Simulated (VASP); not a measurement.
A run of VASP 6.6.1:

Contents of INCAR:

```
SYSTEM = Mg3O5
PREC = Accurate
ENCUT = 520
EDIFF = 1E-7
ISMEAR = 0
SIGMA = 0.05
LREAL = .False.
LASPH = .True.
NELM = 150
ALGO = Normal
ISIF = 2
LWAVE = .False.
LCHARG = .False.
ISPIN = 2
MAGMOM = 0 0 0 0 2 0 0 0
LORBIT = 11
LDIPOL = .True.
IDIPOL = 3
DIPOL = 0.5 0.5 0.361
GGA = PE
NBANDS = 32
```

KPOINTS

```
Automatic mesh
0
Gamma
  9 9 1
  0 0 0
```

The input POSCAR:

```
Mg3O5
1.0
    3.0085896345      0.0000000000      0.0000000000
   -1.5042948172      2.6055150530      0.0000000000
    0.0000000000      0.0000000000     22.6402161784
O Mg
5 3
Direct
    0.3333333333      0.6666666667      0.1766767582
    0.0000000000      0.0000000000      0.2851785115
    0.6666666667      0.3333333333      0.3912489372
    0.3333333333      0.6666666667      0.4920543201
    0.6666666667      1.3333333333      0.5191688016
    0.6666666667      0.3333333333      0.2309276348
    0.3333333333      0.6666666667      0.3403531132
    0.0000000000      0.0000000000      0.4520540599
```

Potentials or basis: VASP PAW PBE potentials, release 64 (O, Mg).

Run with:

```bash
$ cat potpaw_PBE.64/O/POTCAR potpaw_PBE.64/Mg/POTCAR > POTCAR
$ mpirun -np 1 vasp_std > vasp.out
```

Hardware: 1 thread of Intel(R) Xeon(R) 6975P-C (Granite Rapids) (shared host).

Task: Estimate the wall time of this run.

Result: It took 4.6 min on 1 thread of Intel(R) Xeon(R) 6975P-C (Granite Rapids), on a shared host, peak memory 0.43 GiB. Counts: scf iterations 65, k points 12.
